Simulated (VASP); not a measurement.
# La2TaO2 (P4/mmm) in VASP: notebook

Runs on La2TaO2. Level: PBE. Tasks: single point, relaxation of cell and atoms.

All numbers are computed with VASP 6.6.1; they aren't measurements. Logs are shortened: lines on timing, memory, paths and dates and some standing lists are left out, and cuts for length are marked.

### 1 The cell of the first run

Symmetry: P4/mmm, No. 123, tetragonal system. Conventional cell: a = 4.114 Å, b = 4.114 Å, c = 5.692 Å, α = 90.00°, β = 90.00°, γ = 90.00°. Within 2.7 Å of La (site symmetry 4/mmm) lie 4 O at 2.06 Å. La (site symmetry 4/mmm) has 2 La at 2.85 Å and 8 O at 3.51 Å within 3.7 Å. Ta (site symmetry 4/mmm) has 4 O at 2.06 Å within 2.7 Å. Within 2.7 Å of O (site symmetry mmm) lie 2 La at 2.06 Å and 2 Ta at 2.06 Å.

The cell was generated, and may not be a known phase.

### 2 Single point, PBE

Contents of INCAR:

```
ALGO = Normal
EDIFF = 1E-6
ENCUT = 520
GGA = PE
ISIF = 2
ISMEAR = 0
LASPH = T
LCHARG = T
LELF = T
LREAL = F
LVHAR = T
LWAVE = F
NBANDS = 30
NELM = 80
PREC = Accurate
SIGMA = 0.1
```

Contents of KPOINTS:

```
k-points
0
Gamma
  4 4 4
```

Contents of POSCAR:

```
La2TaO2
1.0
    4.1135030200      0.0000000000      0.0000000000
    0.0000000000      4.1135030200      0.0000000000
    0.0000000000      0.0000000000      5.6916120900
La Ta O
2 1 2
Direct
    0.5000000000      0.5000000000      0.0000000000
    0.5000000000      0.5000000000      0.5000000000
    0.0000000000      0.0000000000      0.0000000000
    0.0000000000      0.5000000000      0.0000000000
    0.5000000000      0.0000000000      0.0000000000
```

Potentials or basis: VASP PAW PBE potentials, release 64 (La, Ta_pv, O).

The run is started by

```bash
cat potpaw_PBE.64/La/POTCAR potpaw_PBE.64/Ta_pv/POTCAR potpaw_PBE.64/O/POTCAR > POTCAR
mpirun -np 1 vasp_std > vasp.out
```

OUTCAR:

```text
EDIFF = 1E-6
   ENCUT = 520
   GGA = PE
   ISIF = 2
   ISMEAR = 0
   LASPH = T
   LREAL = F
   NELM = 80
   PREC = Accurate

 ion  position               nearest neighbor table
   1  0.500  0.500  0.000-   4 2.06   5 2.06   5 2.06   4 2.06   2 2.85   2 2.85   3 2.91   3 2.91
                             3 2.91   3 2.91
   2  0.500  0.500  0.500-   1 2.85   1 2.85
   3  0.000  0.000  0.000-   4 2.06   5 2.06   4 2.06   5 2.06   1 2.91   1 2.91   1 2.91   1 2.91

   4  0.000  0.500  0.000-   1 2.06   3 2.06   3 2.06   1 2.06
   5  0.500  0.000  0.000-   1 2.06   3 2.06   1 2.06   3 2.06

  LATTYP: Found a simple tetragonal cell.
 ALAT       =     4.1135030200
 C/A-ratio  =     1.3836411599

  Lattice vectors:

 A1 = (   4.1135030200,   0.0000000000,   0.0000000000)
 A2 = (   0.0000000000,   4.1135030200,   0.0000000000)
 A3 = (   0.0000000000,   0.0000000000,   5.6916120900)

Analysis of symmetry for initial positions (statically):
=====================================================================
 Subroutine PRICEL returns:
 Original cell was already a primitive cell.

 Routine SETGRP: Setting up the symmetry group for a
 simple tetragonal supercell.

 Subroutine GETGRP returns: Found 16 space group operations
 (whereof 16 operations were pure point group operations)
 out of a pool of 16 trial point group operations.

The static configuration has the point symmetry D_4h.

Analysis of symmetry for dynamics (positions and initial velocities):
=====================================================================
 Subroutine PRICEL returns:
 Original cell was already a primitive cell.

 Routine SETGRP: Setting up the symmetry group for a
 simple tetragonal supercell.

 Subroutine GETGRP returns: Found 16 space group operations
 (whereof 16 operations were pure point group operations)
 out of a pool of 16 trial point group operations.

The dynamic configuration has the point symmetry D_4h.

 Subroutine INISYM returns: Found 16 space group operations
 (whereof 16 operations are pure point group operations),
 and found     1 'primitive' translations

----------------------------------------------------------------------------------------

                                     Primitive cell

  volume of cell :      96.3072

  direct lattice vectors                    reciprocal lattice vectors
     4.113503020  0.000000000  0.000000000     0.243101803  0.000000000  0.000000000
     0.000000000  4.113503020  0.000000000     0.000000000  0.243101803  0.000000000
     0.000000000  0.000000000  5.691612090     0.000000000  0.000000000  0.175697146

  length of vectors
     4.113503020  4.113503020  5.691612090     0.243101803  0.243101803  0.175697146

  position of ions in fractional coordinates (direct lattice)
     0.500000000  0.500000000  0.000000000
     0.500000000  0.500000000  0.500000000
     0.000000000  0.000000000  0.000000000
     0.000000000  0.500000000  0.000000000
     0.500000000  0.000000000  0.000000000

  ion indices of the primitive-cell ions
   primitive index   ion index
                 1           1
                 2           2
                 3           3
                 4           4
                 5           5

----------------------------------------------------------------------------------------

 KPOINTS: k-points

Automatic generation of k-mesh.
 Grid dimensions read from file:
 generate k-points for:    4    4    4

 Generating k-lattice:

  Cartesian coordinates                     Fractional coordinates (reciprocal lattice)
     0.060775451  0.000000000  0.000000000     0.250000000  0.000000000  0.000000000
     0.000000000  0.060775451  0.000000000     0.000000000  0.250000000  0.000000000
     0.000000000  0.000000000  0.043924286     0.000000000  0.000000000  0.250000000

  Length of vectors
     0.060775451  0.060775451  0.043924286

  Shift w.r.t. Gamma in fractional coordinates (k-lattice)
     0.000000000  0.000000000  0.000000000

 Subroutine IBZKPT returns following result:
 ===========================================

 Found     18 irreducible k-points:

 Following reciprocal coordinates:
            Coordinates               Weight
  0.000000  0.000000  0.000000      1.000000
  0.250000  0.000000  0.000000      4.000000
  0.500000  0.000000  0.000000      2.000000
  0.250000  0.250000  0.000000      4.000000
  0.500000  0.250000  0.000000      4.000000
  0.500000  0.500000  0.000000      1.000000
[... 10 lines left out ...]
  0.500000  0.250000  0.500000      4.000000
  0.500000  0.500000  0.500000      1.000000
   k-points           NKPTS =     18   k-points in BZ     NKDIM =     18   number of bands    NBANDS=     30
   number of dos      NEDOS =    301   number of ions     NIONS =      5
   total plane-waves  NPLWV =  43008
   dimension x,y,z NGX =    32 NGY =   32 NGZ =   42
   dimension x,y,z NGXF=    64 NGYF=   64 NGZF=   84
   ions per type =               2   1   2
   NGX,Y,Z   is equivalent  to a cutoff of  12.93, 12.93, 12.27 a.u.
   NGXF,Y,Z  is equivalent  to a cutoff of  25.87, 25.87, 24.54 a.u.
 SYSTEM =  unknown system
   PREC   = accura    normal or accurate (medium, high low for compatibility)
   ISTART =      0    job   : 0-new  1-cont  2-samecut
   ICHARG =      2    charge: 1-file 2-atom 10-const
   ISPIN  =      1    spin polarized calculation?
   LNONCOLLINEAR =      F non collinear calculations
   LSORBIT =      F    spin-orbit coupling
   LASPH  =      T    aspherical Exc in radial PAW
   ENCUT  =  520.0 eV  38.22 Ry    6.18 a.u.   7.65  7.65 10.58*2*pi/ulx,y,z
   NELM   =     80;   NELMIN=  2; NELMDL= -5     # of ELM steps
   EDIFF  = 0.1E-05   stopping-criterion for ELM
   LREAL  =      F    real-space projection
[... 7 lines left out ...]
   TEBEG  =    0.0;   TEEND  =   0.0 temperature during run
   PSTRESS=    0.0 pullay stress
   NELECT =      45.0000    total number of electrons
   NUPDOWN=      -1.0000    fix difference up-down
   EMIN   =  10.00;   EMAX   =-10.00  energy-range for DOS
   EFERMI =   0.00;   METHOD = LEGACY
   ISMEAR =     0;   SIGMA  =   0.10  broadening in eV -4-tet -1-fermi 0-gaus
   EFERMI_NEDOS =   21; number of points for ismear=-14 and -15
   IALGO  =     38    algorithm
   IMIX   =      4    mixing-type and parameters
     AMIX     =   0.40;   BMIX     =  1.00
     AMIX_MAG =   1.60;   BMIX_MAG =  1.00
  volume/ion in A,a.u.               =      19.26       129.98
  Fermi-wavevector in a.u.,A,eV,Ry     =   1.270358  2.400628 21.957200  1.613809
  Thomas-Fermi vector in A             =   2.403349
   LORBIT       =      0    0 simple, 1 ext, 2 COOP (PROOUT), +10 PAW based schemes
   GGA     = PE    functional components
   LHFCALC =     F    Hartree Fock is set to
   AEXX    =    0.0000 exact exchange contribution
   IVDW    =     0    specifies the selected vdW correction
   LEPSILON=     F    determine dielectric tensor
   LRPA    =     F    only Hartree local field effects (RPA)
 non-spin polarized calculation
 Gauss-broadening in eV      SIGMA  =   0.10
  energy-cutoff  :      520.00
  volume of cell :       96.31
 maximum number of plane-waves:      2614
 NGX is ok and might be reduce to    32
   NGX = 15   NGY = 15   NGZ = 21

 number of electron      45.0000016 magnetization

 Free energy of the ion-electron system (eV)
  ---------------------------------------------------
  ext. energy  EPLUGINS =         0.00000000
  ---------------------------------------------------
  free energy    TOTEN  =       -31.93170497 eV

  energy without entropy =      -31.91164819  energy(sigma->0) =      -31.92167658

 E-fermi :   8.3364     XC(G=0): -10.5509

 val. band max:        8.3020621317   @ k =   0.2500   0.0000   0.5000
 cond. band min:       8.3510380791   @ k =   0.0000   0.0000   0.2500
 fundamental gap:      0.0489759474
 Fermi energy:         8.3363850414

 k-point     1 :       0.0000    0.0000    0.0000
  band No.  band energies     occupation
      1     -27.1451      2.00000
      2     -27.1451      2.00000
      3     -26.7895      2.00000
      4     -25.3031      2.00000
      5     -23.2251      2.00000
      6     -13.4214      2.00000
[... 22 lines left out ...]
     29       9.6350      0.00000
     30       9.7083      0.00000

 k-point     2 :       0.2500    0.0000    0.0000
  band No.  band energies     occupation
      1     -27.2453      2.00000
      2     -27.1398      2.00000
      3     -26.7876      2.00000
      4     -25.2803      2.00000
      5     -23.0335      2.00000
      6     -14.1303      2.00000
[... 22 lines left out ...]
     29       9.5933      0.00000
     30       9.6376      0.00000

 k-point     3 :       0.5000    0.0000    0.0000
  band No.  band energies     occupation
      1     -27.3387      2.00000
      2     -27.1345      2.00000
      3     -26.7857      2.00000
      4     -25.2598      2.00000
      5     -22.8335      2.00000
      6     -14.9397      2.00000
[... 22 lines left out ...]
     29       9.5922      0.00000
     30       9.6396      0.00000

 k-point     4 :       0.2500    0.2500    0.0000
  band No.  band energies     occupation
      1     -27.2407      2.00000
      2     -27.2036      2.00000
      3     -26.7858      2.00000
      4     -25.2670      2.00000
      5     -22.9341      2.00000
      6     -13.8537      2.00000
[... 418 lines left out ...]
     29       9.6504      0.00000
     30       9.7150      0.00000

 k-point    17 :       0.5000    0.2500    0.5000
  band No.  band energies     occupation
      1     -27.2996      2.00000
      2     -27.1992      2.00000
      3     -26.7842      2.00000
      4     -25.1856      2.00000
      5     -22.9813      2.00000
      6     -14.5295      2.00000
[... 22 lines left out ...]
     29       9.6119      0.00000
     30       9.7711      0.00000

 k-point    18 :       0.5000    0.5000    0.5000
  band No.  band energies     occupation
      1     -27.2623      2.00000
      2     -27.2623      2.00000
      3     -26.7825      2.00000
      4     -25.1756      2.00000
      5     -22.9839      2.00000
      6     -14.0887      2.00000
[... 22 lines left out ...]
     29       9.8056      0.00000
     30      10.0054      0.00000

------------------------ aborting loop because EDIFF is reached ----------------------------------------

  FORCE on cell =-STRESS in cart. coord.  units (eV):
  Direction    XX          YY          ZZ          XY          YZ          ZX
  --------------------------------------------------------------------------------------
  -------------------------------------------------------------------------------------
  Total       30.8837044     30.8837044     10.8290638      0.0000000     -0.0000000     -0.0000000
  in kB      513.7845441    513.7845441    180.1534402      0.0000000     -0.0000000     -0.0000000
  external PRESSURE =     402.5741762 kB  Pullay stress =       0.0000000 kB

 VOLUME and BASIS-vectors are now :
 -----------------------------------------------------------------------------
  energy-cutoff  :      520.00
  volume of cell :       96.31
      direct lattice vectors                 reciprocal lattice vectors
     4.113503020  0.000000000  0.000000000     0.243101803  0.000000000  0.000000000
     0.000000000  4.113503020  0.000000000     0.000000000  0.243101803  0.000000000
     0.000000000  0.000000000  5.691612090     0.000000000  0.000000000  0.175697146

 POSITION                                       TOTAL-FORCE (eV/Angst)
 -----------------------------------------------------------------------------------
      2.05675      2.05675      0.00000         0.000000      0.000000      0.000000
      2.05675      2.05675      2.84581         0.000000      0.000000      0.000000
      0.00000      0.00000      0.00000         0.000000      0.000000      0.000000
      0.00000      2.05675      0.00000         0.000000      0.000000      0.000000
      2.05675      0.00000      0.00000         0.000000      0.000000      0.000000
 -----------------------------------------------------------------------------------
    total drift:                                0.000000      0.000000     -0.000000

  FREE ENERGIE OF THE ION-ELECTRON SYSTEM (eV)
  ---------------------------------------------------
  free  energy   TOTEN  =       -31.9317049668 eV

  energy  without entropy=      -31.9116481909  energy(sigma->0) =      -31.92167658
```

Wall time 48 s (1 thread of Intel Xeon Platinum 8559C (Emerald Rapids), shared host); peak memory 0.23 GiB.

What came out:

```
Free energy            : -31.9317 eV
Pressure               : 40.3 GPa
Band gap on the k mesh : zero (an odd number of electrons rules out a gap without spin polarisation)
```

Caveat: the k points lie up to 0.38 Å⁻¹ apart, too coarse for converged energies and pressures of a metal; spin-orbit coupling is left out, which moves the levels of the heavy elements; an odd number of electrons without spin polarisation forces a metal; a magnetic or distorted state may lie lower.

### 3 Single point, PBE

This run uses another cell than the first one, of 28.53 Å³/atom.

Contents of INCAR:

```
SYSTEM = La2TaO2
ALGO = Normal
EDIFF = 1E-7
ENCUT = 520
GGA = PE
ISIF = 2
ISMEAR = 0
LASPH = .True.
LCHARG = .False.
LREAL = .False.
LWAVE = .False.
NBANDS = 30
NELM = 60
PREC = Accurate
SIGMA = 0.1
```

Contents of KPOINTS:

```
k-points
0
Gamma
  4 4 4
  0 0 0
```

Edit POSCAR of step 2 so:

```diff
@@ -2,5 +2,5 @@
 1.0
-    4.1135030200      0.0000000000      0.0000000000
-    0.0000000000      4.1135030200      0.0000000000
-    0.0000000000      0.0000000000      5.6916120900
+    4.5036883843      0.0000000000      0.0000000000
+    0.0000000000      4.5036883843      0.0000000000
+    0.0000000000      0.0000000000      7.0341427303
 La Ta O
```

Potentials or basis: VASP PAW PBE potentials, release 64 (La, Ta_pv, O).

The run is started by

```bash
cat potpaw_PBE.64/La/POTCAR potpaw_PBE.64/Ta_pv/POTCAR potpaw_PBE.64/O/POTCAR > POTCAR
mpirun -np 1 vasp_std > vasp.out
```

It took 83 s on 1 thread of Intel Xeon Platinum 8559C (Emerald Rapids), shared host; peak memory 0.3 GiB.

Results (log left out):

| Item | Value |
| --- | --- |
| Free energy | -35.4138 eV |
| Pressure | 0.0 GPa |
| Band gap on the k mesh | zero (an odd number of electrons rules out a gap without spin polarisation) |

Levels at points of the mesh, in eV from the Fermi level:
| k point | band 18 | band 19 | band 20 | band 21 | band 22 | band 23 | band 24 | band 25 | band 26 | band 27 |
| --- | --- | --- | --- | --- | --- | --- | --- | --- | --- | --- |
| (0.00, 0.00, 0.00) | -2.77 | -2.77 | -2.73 | -1.97 | -0.74 | -0.74 | -0.54 | -0.05 | 0.60 | 0.60 |
| (0.50, 0.00, 0.00) | -5.07 | -2.99 | -1.15 | -1.11 | -0.14 | -0.11 | 0.05 | 0.24 | 0.55 | 0.60 |
| (0.50, 0.50, 0.00) | -5.66 | -5.66 | -1.20 | -0.60 | 0.43 | 0.43 | 0.53 | 0.58 | 0.58 | 0.63 |
| (0.00, 0.00, 0.50) | -2.77 | -2.77 | -1.96 | -1.43 | -1.42 | -0.56 | -0.56 | 0.03 | 0.50 | 0.58 |
| (0.50, 0.00, 0.50) | -5.09 | -2.99 | -1.28 | -0.27 | -0.20 | 0.22 | 0.46 | 0.49 | 0.58 | 0.59 |
| (0.50, 0.50, 0.50) | -5.62 | -5.62 | -0.56 | -0.44 | 0.24 | 0.24 | 0.51 | 0.57 | 0.57 | 0.64 |

Caveat: spin-orbit coupling is left out, which moves the levels of the heavy elements; an odd number of electrons without spin polarisation forces a metal; a magnetic or distorted state may lie lower.

### 4 Relaxation of cell and atoms, PBE

Contents of INCAR:

```
SYSTEM = La2TaO2
  ALGO = Normal
  EDIFF = 1E-6
  EDIFFG = -0.04
  ENCUT = 600
  GGA = PE
  IBRION = 2
  ISIF = 3
  ISMEAR = 0
  LASPH = .True.
  LCHARG = .False.
  LREAL = .False.
  LWAVE = .False.
  NELM = 60
  NSW = 90
  PREC = Accurate
  SIGMA = 0.1
```

KPOINTS is that of step 3.

Edit POSCAR of step 3 so:

```diff
@@ -2,5 +2,5 @@
 1.0
-    4.5036883843      0.0000000000      0.0000000000
-    0.0000000000      4.5036883843      0.0000000000
-    0.0000000000      0.0000000000      7.0341427303
+    4.1135030200      0.0000000000      0.0000000000
+    0.0000000000      4.1135030200      0.0000000000
+    0.0000000000      0.0000000000      5.6916120900
 La Ta O
```

The run is started by

```bash
cat potpaw_PBE.64/La/POTCAR potpaw_PBE.64/Ta_pv/POTCAR potpaw_PBE.64/O/POTCAR > POTCAR
mpirun -np 1 vasp_std > vasp.out
```

Wall time 37 min (1 thread of Intel Xeon Platinum 8559C (Emerald Rapids), shared host); peak memory 0.28 GiB.

Results (log left out):

* Free energy: -35.3690 eV
* Relaxed volume: 28.04 Å³/atom
* Relaxed cell: a = 4.501 Å, b = 4.501 Å, c = 6.920 Å, α = 90.00°, β = 90.00°, γ = 90.00°
* Space group after relaxing (to 0.1 Å): P4/mmm (No. 123)
* Pressure after relaxing: 0.0 GPa
* Band gap on the k mesh: zero (an odd number of electrons rules out a gap without spin polarisation)

Final structure:
```xyz
5
Lattice="4.5012 0.0000 0.0000 0.0000 4.5012 0.0000 0.0000 0.0000 6.9196" Properties=species:S:1:pos:R:3 pbc="T T T"
La    2.2506    2.2506    0.0000
La    2.2506    2.2506    3.4598
Ta    0.0000    0.0000    0.0000
O     0.0000    2.2506    0.0000
O     2.2506    0.0000    0.0000
```

Levels at points of the mesh, in eV from the Fermi level:
| k point | band 19 | band 20 | band 21 | band 22 | band 23 | band 24 | band 25 | band 26 |
| --- | --- | --- | --- | --- | --- | --- | --- | --- |
| (0.00, 0.00, 0.00) | -2.76 | -2.74 | -1.97 | -0.78 | -0.78 | -0.56 | -0.04 | 0.64 |
| (0.50, 0.00, 0.00) | -2.98 | -1.16 | -1.11 | -0.14 | -0.12 | 0.05 | 0.24 | 0.59 |
| (0.50, 0.50, 0.00) | -5.68 | -1.24 | -0.63 | 0.43 | 0.43 | 0.56 | 0.62 | 0.62 |
| (0.00, 0.00, 0.50) | -2.76 | -1.96 | -1.40 | -1.38 | -0.57 | -0.57 | 0.06 | 0.53 |
| (0.50, 0.00, 0.50) | -2.98 | -1.29 | -0.24 | -0.22 | 0.23 | 0.48 | 0.53 | 0.60 |
| (0.50, 0.50, 0.50) | -5.63 | -0.59 | -0.44 | 0.22 | 0.22 | 0.55 | 0.61 | 0.61 |

Caveat: the k points lie up to 0.35 Å⁻¹ apart in the final cell, too coarse for converged energies and pressures of a metal; the volume moved by over 15 % at a fixed basis, so the end points are rough; spin-orbit coupling is left out, which moves the levels of the heavy elements; an odd number of electrons without spin polarisation forces a metal; a magnetic or distorted state may lie lower.

[end of part 1 of 2]

The gap in the log of VASP goes by the Fermi energy; the results here count the filled bands.